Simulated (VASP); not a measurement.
SnF4, 5 atoms in the cell. Symmetry: I4/mmm, No. 139, tetragonal system. Conventional cell: a = 4.105 Å, b = 4.105 Å, c = 8.156 Å, α = 90.00°, β = 90.00°, γ = 90.00°. Sn (site symmetry 4/mmm) has 6 F at 1.89 to 2.05 Å within 2.5 Å. F (site symmetry 4mm) has 1 Sn at 1.89 Å within 2.5 Å. F (site symmetry mmm) has 2 Sn at 2.05 Å within 2.7 Å. 

| Quantity | Value |
| --- | --- |
| Program | VASP 6.6.1 |
| Task | single point |
| Functional | PBEsol |
| Potentials or basis | VASP PAW PBE potentials, release 64 (Sn_d, F) |
| Cutoff | 520 eV |
| k mesh | 8 × 8 × 8 |
| Occupations | gaussian, width 0.02 eV |
| Spin | no spin polarisation |
| Dipole correction | no |
| Further INCAR settings | ALGO = Normal; EDIFF = 1e-06; NBANDS = 29 |

Potentials or basis: VASP PAW PBE potentials, release 64 (Sn_d, F).

Run with:

```console
$ cat potpaw_PBE.64/Sn_d/POTCAR potpaw_PBE.64/F/POTCAR > POTCAR
$ mpirun -np 1 vasp_std > vasp.out
```

Hardware: 1 thread of Oxide Virtual Turin-like Processor, with other jobs on the host.

Estimate the wall time of this run.

It took 3.1 min on 1 thread of Oxide Virtual Turin-like Processor, on a shared host, peak memory 0.25 GiB. Counts: scf iterations 13, k points 59.
